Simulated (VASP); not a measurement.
Runs of VASP 6.6.1 on Ti. The structure is that of space group I4/mmm (No. 139), or close to it. The cells are those of the table. 

| cell | gap on the mesh (eV) | pressure (GPa) |
| --- | --- | --- |
| a = 2.795, b = 2.795, c = 3.314 Å, angles 53.6, 53.6, 72.7°, 1 atom | none | (b) |
| a = 2.923, b = 2.923, c = 2.781 Å, angles 61.6, 61.6, 56.8°, 1 atom | none | 4.6 |
| a = 3.197, b = 3.197, c = 2.508 Å, angles 66.9, 66.9, 46.2°, 1 atom | none | 1.9 |
| a = 2.836, b = 2.836, c = 2.952 Å, angles 58.6, 58.6, 62.7°, 1 atom | none | (a) |
| a = 3.051, b = 3.051, c = 2.630 Å, angles 64.5, 64.5, 51.1°, 1 atom | none | 2.8 |

Alike in all rows: task single point; level r2SCAN; potentials or basis VASP PAW PBE potentials, release 64 (Ti_sv); no spin polarisation; k mesh 22 × 22 × 22; cutoff (eV) 520; smearing gaussian 0.15 eV.

Q: Fill in the values left out.

A: (a) 4.7; (b) 3.8.

Caveats: the PAW data sets were made with another functional, which shifts forces and pressure a little.

A gap of «none» marks levels without a gap at the run's occupations.
